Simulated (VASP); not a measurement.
Here is a VASP 6.6.1 calculation.

INCAR

```
ALGO = Normal
EDIFF = 1E-7
ENCUT = 520
GGA = PE
ISIF = 2
ISMEAR = 0
LASPH = True
LCHARG = True
LELF = True
LREAL = False
LVHAR = True
LWAVE = False
NBANDS = 16
NELM = 100
PREC = Accurate
SIGMA = 0.05
```

KPOINTS

```
k-points
0
Gamma
  6 6 8
```

File POSCAR:

```
MgS
1.0
    3.6979671634      0.0000000000      0.0000000000
    0.0000000000      3.6979671634      0.0000000000
    0.0000000000      0.0000000000      5.2297153157
Mg S
2 2
Direct
    0.0000000000      0.0000000000      0.0000000000
    0.5000000000      0.5000000000      0.5000000000
    0.0000000000      0.0000000000      0.5000000000
    0.5000000000      0.5000000000      0.0000000000
```

Potentials or basis: VASP PAW PBE potentials, release 64 (Mg, S).

Launch:

```sh
$ cat potpaw_PBE.64/Mg/POTCAR potpaw_PBE.64/S/POTCAR > POTCAR
$ mpirun -np 1 vasp_std > vasp.out
```

(1) Estimate the pressure.

(2) What does it give for the band gap on the k mesh?

Results:

(1) -0.3 GPa.

(2) 2.74 eV.
